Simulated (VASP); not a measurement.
# MgO (Imm2) in VASP: a series of runs

The runs below take MgO through single point, with LDA.

All numbers are computed with VASP 6.6.1; they aren't measurements. Logs are shortened: lines on timing, memory, paths and dates and some standing lists are left out, and cuts for length are marked.

## Step 1: The cell of the first run

Symmetry: Imm2, No. 44, orthorhombic system. Conventional cell: a = 3.020 Å, b = 4.270 Å, c = 3.020 Å, α = 90.00°, β = 90.00°, γ = 90.00°. Within 2.2 Å of Mg (site symmetry mm2) lie 2 O at 1.65 Å. O (site symmetry mm2) has 2 Mg at 1.65 Å within 2.2 Å.

## Step 2: Single point, LDA (atom 2 (O) moved by (-0.600, -0.600) A along y and z)

Input file INCAR:

```
ALGO     = Normal         # electronic algorithm
EDIFF    = 1E-6           # SCF threshold, eV
ENCUT    = 840            # plane-wave cutoff, eV
GGA      = CA             # functional
GGA_COMPAT= F            
ISIF     = 2              # what is computed and relaxed
ISMEAR   = 0              # smearing method
LASPH    = T              # aspherical terms in the spheres
LCHARG   = F              # write CHGCAR
LREAL    = F              # projectors in reciprocal space
LWAVE    = F              # write WAVECAR
NBANDS   = 15             # bands
NELM     = 120            # most SCF steps
PREC     = Accurate       # precision mode
SIGMA    = 0.05           # smearing width, eV
```

Input file KPOINTS:

```
k-points
0
Gamma
  6 6 6
```

Input file POSCAR:

```
MgO
1.0
    0.0000000000      2.1351500000      2.1351500000
    2.1351500000      0.0000000000      2.1351500000
    2.1351500000      2.1351500000      0.0000000000
Mg O
1 1
Direct
    0.0000000000      0.0000000000      0.0000000000
    0.2189892982      0.5000000000      0.5000000000
```

Potentials or basis: VASP PAW LDA potentials, release 64 (Mg_sv, O).

On the command line:

```bash
$ cat potpaw_LDA.64/Mg_sv/POTCAR potpaw_LDA.64/O/POTCAR > POTCAR
$ mpirun -np 1 vasp_std > vasp.out
```

OUTCAR:

```text
EDIFF = 1E-6
   ENCUT = 840
   GGA = CA
   ISIF = 2
   ISMEAR = 0
   LASPH = T
   LREAL = F
   NELM = 120
   PREC = Accurate

 ion  position               nearest neighbor table
   1  0.000  0.000  0.000-   2 1.65   2 1.65
   2  0.219  0.500  0.500-   1 1.65   1 1.65

  LATTYP: Found a face centered cubic cell.
 ALAT       =     4.2703000000

  Lattice vectors:

 A1 = (   0.0000000000,   2.1351500000,   2.1351500000)
 A2 = (   2.1351500000,   0.0000000000,   2.1351500000)
 A3 = (   2.1351500000,   2.1351500000,   0.0000000000)

Analysis of symmetry for initial positions (statically):
=====================================================================
 Subroutine PRICEL returns:
 Original cell was already a primitive cell.

 Routine SETGRP: Setting up the symmetry group for a
 face centered cubic supercell.

 Subroutine GETGRP returns: Found  4 space group operations
 (whereof  4 operations were pure point group operations)
 out of a pool of 48 trial point group operations.

The static configuration has the point symmetry C_2v.

Analysis of symmetry for dynamics (positions and initial velocities):
=====================================================================
 Subroutine PRICEL returns:
 Original cell was already a primitive cell.

 Routine SETGRP: Setting up the symmetry group for a
 face centered cubic supercell.

 Subroutine GETGRP returns: Found  4 space group operations
 (whereof  4 operations were pure point group operations)
 out of a pool of 48 trial point group operations.

The dynamic configuration has the point symmetry C_2v.

 Subroutine INISYM returns: Found  4 space group operations
 (whereof  4 operations are pure point group operations),
 and found     1 'primitive' translations

----------------------------------------------------------------------------------------

                                     Primitive cell

  volume of cell :      19.4677

  direct lattice vectors                    reciprocal lattice vectors
     0.000000000  2.135150000  2.135150000    -0.234175585  0.234175585  0.234175585
     2.135150000  0.000000000  2.135150000     0.234175585 -0.234175585  0.234175585
     2.135150000  2.135150000  0.000000000     0.234175585  0.234175585 -0.234175585

  length of vectors
     3.019558088  3.019558088  3.019558088     0.405604011  0.405604011  0.405604011

  position of ions in fractional coordinates (direct lattice)
     0.000000000  0.000000000  0.000000000
     0.218989298  0.500000000  0.500000000

  ion indices of the primitive-cell ions
   primitive index   ion index
                 1           1
                 2           2

----------------------------------------------------------------------------------------

 KPOINTS: k-points

Automatic generation of k-mesh.
 Grid dimensions read from file:
 generate k-points for:    6    6    6

 Generating k-lattice:

  Cartesian coordinates                     Fractional coordinates (reciprocal lattice)
    -0.039029264  0.039029264  0.039029264     0.166666667  0.000000000  0.000000000
     0.039029264 -0.039029264  0.039029264     0.000000000  0.166666667  0.000000000
     0.039029264  0.039029264 -0.039029264     0.000000000  0.000000000  0.166666667

  Length of vectors
     0.067600668  0.067600668  0.067600668

  Shift w.r.t. Gamma in fractional coordinates (k-lattice)
     0.000000000  0.000000000  0.000000000

 Subroutine IBZKPT returns following result:
 ===========================================

 Found     46 irreducible k-points:

 Following reciprocal coordinates:
            Coordinates               Weight
  0.000000  0.000000  0.000000      1.000000
  0.166667  0.000000  0.000000      4.000000
  0.000000  0.166667  0.000000      4.000000
  0.333333  0.000000  0.000000      4.000000
  0.000000  0.333333  0.000000      4.000000
  0.500000  0.000000  0.000000      2.000000
[... 16 lines left out ...]
  0.000000 -0.166667  0.166667      2.000000
 -0.333333 -0.166667 -0.166667      2.000000
 [... further k-points ...]
   k-points           NKPTS =     46   k-points in BZ     NKDIM =     46   number of bands    NBANDS=     15
   number of dos      NEDOS =    301   number of ions     NIONS =      2
   total plane-waves  NPLWV =  27000
   dimension x,y,z NGX =    30 NGY =   30 NGZ =   30
   dimension x,y,z NGXF=    60 NGYF=   60 NGZF=   60
   ions per type =               1   1
   NGX,Y,Z   is equivalent  to a cutoff of  16.52, 16.52, 16.52 a.u.
   NGXF,Y,Z  is equivalent  to a cutoff of  33.03, 33.03, 33.03 a.u.
 SYSTEM =  unknown system
   PREC   = accura    normal or accurate (medium, high low for compatibility)
   ISTART =      0    job   : 0-new  1-cont  2-samecut
   ICHARG =      2    charge: 1-file 2-atom 10-const
   ISPIN  =      1    spin polarized calculation?
   LNONCOLLINEAR =      F non collinear calculations
   LSORBIT =      F    spin-orbit coupling
   LASPH  =      T    aspherical Exc in radial PAW
   ENCUT  =  840.0 eV  61.74 Ry    7.86 a.u.   7.14  7.14  7.14*2*pi/ulx,y,z
   NELM   =    120;   NELMIN=  2; NELMDL= -5     # of ELM steps
   EDIFF  = 0.1E-05   stopping-criterion for ELM
   LREAL  =      F    real-space projection
[... 7 lines left out ...]
   TEBEG  =    0.0;   TEEND  =   0.0 temperature during run
   PSTRESS=    0.0 pullay stress
   NELECT =      16.0000    total number of electrons
   NUPDOWN=      -1.0000    fix difference up-down
   EMIN   =  10.00;   EMAX   =-10.00  energy-range for DOS
   EFERMI =   0.00;   METHOD = LEGACY
   ISMEAR =     0;   SIGMA  =   0.05  broadening in eV -4-tet -1-fermi 0-gaus
   EFERMI_NEDOS =   21; number of points for ismear=-14 and -15
   IALGO  =     38    algorithm
   IMIX   =      4    mixing-type and parameters
     AMIX     =   0.40;   BMIX     =  1.00
     AMIX_MAG =   1.60;   BMIX_MAG =  1.00
  volume/ion in A,a.u.               =       9.73        65.69
  Fermi-wavevector in a.u.,A,eV,Ry     =   1.533474  2.897846 31.994681  2.351543
  Thomas-Fermi vector in A             =   2.640536
   LORBIT       =      0    0 simple, 1 ext, 2 COOP (PROOUT), +10 PAW based schemes
   GGA     = CA    functional components
   LHFCALC =     F    Hartree Fock is set to
   AEXX    =    0.0000 exact exchange contribution
   IVDW    =     0    specifies the selected vdW correction
   LEPSILON=     F    determine dielectric tensor
   LRPA    =     F    only Hartree local field effects (RPA)
 non-spin polarized calculation
 Gauss-broadening in eV      SIGMA  =   0.05
  energy-cutoff  :      840.00
  volume of cell :       19.47
 maximum number of plane-waves:      1090
 NGX is ok and might be reduce to    30
   NGX = 15   NGY = 15   NGZ = 15

 number of electron      15.9999993 magnetization

 Free energy of the ion-electron system (eV)
  ---------------------------------------------------
  ext. energy  EPLUGINS =         0.00000000
  ---------------------------------------------------
  free energy    TOTEN  =       -11.09528709 eV

  energy without entropy =      -11.09528709  energy(sigma->0) =      -11.09528709

 E-fermi :   2.3693     XC(G=0): -11.5174

 val. band max:        2.0521723205   @ k =   0.0000  -0.1667   0.1667
 cond. band min:       5.7901602459   @ k =   0.0000   0.0000   0.0000
 fundamental gap:      3.7379879254
 Fermi energy:         2.3692657818

 k-point     1 :       0.0000    0.0000    0.0000
  band No.  band energies     occupation
      1     -68.6731      2.00000
      2     -36.1775      2.00000
      3     -36.1608      2.00000
      4     -36.1171      2.00000
      5     -14.7531      2.00000
      6       1.3923      2.00000
      7       1.8824      2.00000
      8       1.9557      2.00000
      9       5.7902      0.00000
     10      17.3522      0.00000
     11      19.4488      0.00000
     12      20.3298      0.00000
     13      20.4181      0.00000
     14      23.4953      0.00000
     15      23.5272      0.00000

 k-point     2 :       0.1667    0.0000    0.0000
  band No.  band energies     occupation
      1     -68.6711      2.00000
      2     -36.1925      2.00000
      3     -36.1635      2.00000
      4     -36.1243      2.00000
      5     -14.5043      2.00000
      6       0.4323      2.00000
      7       1.2872      2.00000
      8       1.8793      2.00000
      9       7.3139      0.00000
     10      15.9350      0.00000
     11      17.6890      0.00000
     12      20.0749      0.00000
     13      22.2253      0.00000
     14      22.3497      0.00000
     15      23.7418      0.00000

 k-point     3 :       0.0000    0.1667    0.0000
  band No.  band energies     occupation
      1     -68.6706      2.00000
      2     -36.1933      2.00000
      3     -36.1774      2.00000
      4     -36.1234      2.00000
      5     -14.4577      2.00000
      6       0.2975      2.00000
      7       1.6226      2.00000
      8       1.9726      2.00000
      9       7.0367      0.00000
     10      15.1896      0.00000
     11      19.0835      0.00000
     12      19.8958      0.00000
     13      20.5377      0.00000
     14      22.3647      0.00000
     15      24.8103      0.00000
[... 343 lines left out ...]
 k-point    23 :       0.0000   -0.1667    0.1667
  band No.  band energies     occupation
      1     -68.6672      2.00000
      2     -36.2427      2.00000
      3     -36.1802      2.00000
      4     -36.1305      2.00000
      5     -14.0116      2.00000
      6      -0.4904      2.00000
      7       1.0218      2.00000
      8       2.0522      2.00000
      9       8.1185      0.00000
     10      14.1298      0.00000
     11      15.6879      0.00000
     12      20.9335      0.00000
     13      21.3274      0.00000
     14      23.5501      0.00000
     15      24.4875      0.00000

 k-point    24 :      -0.3333   -0.1667   -0.1667
  band No.  band energies     occupation
      1     -68.6684      2.00000
      2     -36.2151      2.00000
      3     -36.1653      2.00000
      4     -36.1323      2.00000
      5     -14.1550      2.00000
      6      -0.4913      2.00000
      7       1.1163      2.00000
      8       1.2168      2.00000
      9       8.8068      0.00000
     10      14.5245      0.00000
     11      18.4871      0.00000
     12      19.1188      0.00000
     13      19.5700      0.00000
     14      24.8903      0.00000
     15      25.1062      0.00000

 [... further k-points ...]

------------------------ aborting loop because EDIFF is reached ----------------------------------------

  FORCE on cell =-STRESS in cart. coord.  units (eV):
  Direction    XX          YY          ZZ          XY          YZ          ZX
  --------------------------------------------------------------------------------------
  -------------------------------------------------------------------------------------
  Total       -1.9428067      9.7836336      9.7836336      0.0000000     -6.3355920      0.0000000
  in kB     -159.8913624    805.1848452    805.1848452      0.0000000   -521.4139179      0.0000000
  external PRESSURE =     483.4927760 kB  Pullay stress =       0.0000000 kB

 VOLUME and BASIS-vectors are now :
 -----------------------------------------------------------------------------
  energy-cutoff  :      840.00
  volume of cell :       19.47
      direct lattice vectors                 reciprocal lattice vectors
     0.000000000  2.135150000  2.135150000    -0.234175585  0.234175585  0.234175585
     2.135150000  0.000000000  2.135150000     0.234175585 -0.234175585  0.234175585
     2.135150000  2.135150000  0.000000000     0.234175585  0.234175585 -0.234175585

 POSITION                                       TOTAL-FORCE (eV/Angst)
 -----------------------------------------------------------------------------------
      0.00000      0.00000      0.00000         0.000000     -3.930278     -3.930278
      2.13515      1.53515      1.53515        -0.000000      3.930278      3.930278
 -----------------------------------------------------------------------------------
    total drift:                               -0.000000     -0.000476     -0.000476

  FREE ENERGIE OF THE ION-ELECTRON SYSTEM (eV)
  ---------------------------------------------------
  free  energy   TOTEN  =       -11.0952870934 eV

  energy  without entropy=      -11.0952870934  energy(sigma->0) =      -11.09528709
```

Wall time 18 s (1 thread of AMD EPYC 7R13 (Zen 3), shared host); peak memory 0.13 GiB.

Results:

* Free energy: -11.0953 eV
* Pressure: 48.3 GPa
* Largest force: 5.558 eV/Å
* Band gap on the k mesh: 3.74 eV (least direct gap 3.83 eV)

Forces in eV/Å, atoms in the order of the input:
```
Mg   0.000 -3.930 -3.930
O    0.000  3.930  3.930
```

Caveat: the k points lie up to 0.42 Å⁻¹ apart; the cell differs from its parent crystal (atom 2 (O) moved by (-0.600, -0.600) A along y and z); forces of over 1 eV/Å act on the atoms, so gaps and moduli don't describe the material at rest.

## Step 3: Single point, LDA (atom 2 (O) moved by (-0.300, -0.300) A along y and z)

Input file INCAR:

```
SYSTEM = MgO
PREC = Accurate ; ENCUT = 840
EDIFF = 1E-6 ; ISMEAR = 0
SIGMA = 0.05 ; LREAL = .False.
LASPH = .True. ; NELM = 120
ALGO = Normal ; ISIF = 2
LWAVE = .False. ; LCHARG = .False.
NBANDS = 15 ; GGA_COMPAT = .False.
```

Input file KPOINTS:

```
Automatic mesh
0
Gamma
  6 6 6
  0 0 0
```

Changes to POSCAR since step 2:

```diff
@@ -9,2 +9,2 @@
     0.0000000000      0.0000000000      0.0000000000
-    0.2189892982      0.5000000000      0.5000000000
+    0.3594946491      0.5000000000      0.5000000000
```

Potentials or basis: VASP PAW LDA potentials, release 64 (Mg_sv, O).

On the command line:

```bash
$ cat potpaw_LDA.64/Mg_sv/POTCAR potpaw_LDA.64/O/POTCAR > POTCAR
$ mpirun -np 1 vasp_std > vasp.out
```

Wall time 23 s (1 thread of Intel Xeon Platinum 8375C at 2.90GHz (Ice Lake), shared host); peak memory 0.15 GiB.

The run converged. Its results:

* Free energy: -12.7610 eV
* Pressure: 3.9 GPa
* Largest force: 2.235 eV/Å
* Band gap on the k mesh: 4.22 eV

Forces on the atoms (eV/Å):
```
Mg   0.000 -1.580 -1.580
O    0.000  1.580  1.580
```

Stress tensor (GPa, compression positive):
```
-13.39   0.00   0.00
  0.00  12.50  -6.04
  0.00  -6.04  12.50
```

Levels at points of the mesh, in eV from the valence-band top:
| k point | band 6 | band 7 | band 8 | band 9 | band 10 | band 11 |
| --- | --- | --- | --- | --- | --- | --- |
| (0.00, 0.00, 0.00) | -0.25 | 0.00 | 0.00 | 4.22 | 15.38 | 16.11 |
| (0.50, 0.00, 0.00) | -4.38 | -0.79 | -0.50 | 7.78 | 11.55 | 15.53 |
| (0.00, 0.50, 0.00) | -4.40 | -0.57 | -0.35 | 7.44 | 11.26 | 15.48 |
| (0.50, 0.50, 0.00) | -3.76 | -1.29 | -1.23 | 8.60 | 9.21 | 12.59 |
| (0.00, 0.50, 0.50) | -3.84 | -1.43 | -1.22 | 8.59 | 9.59 | 12.63 |

Caveat: the k points lie up to 0.42 Å⁻¹ apart; the cell differs from its parent crystal (atom 2 (O) moved by (-0.300, -0.300) A along y and z); forces of over 1 eV/Å act on the atoms, so gaps and moduli don't describe the material at rest.
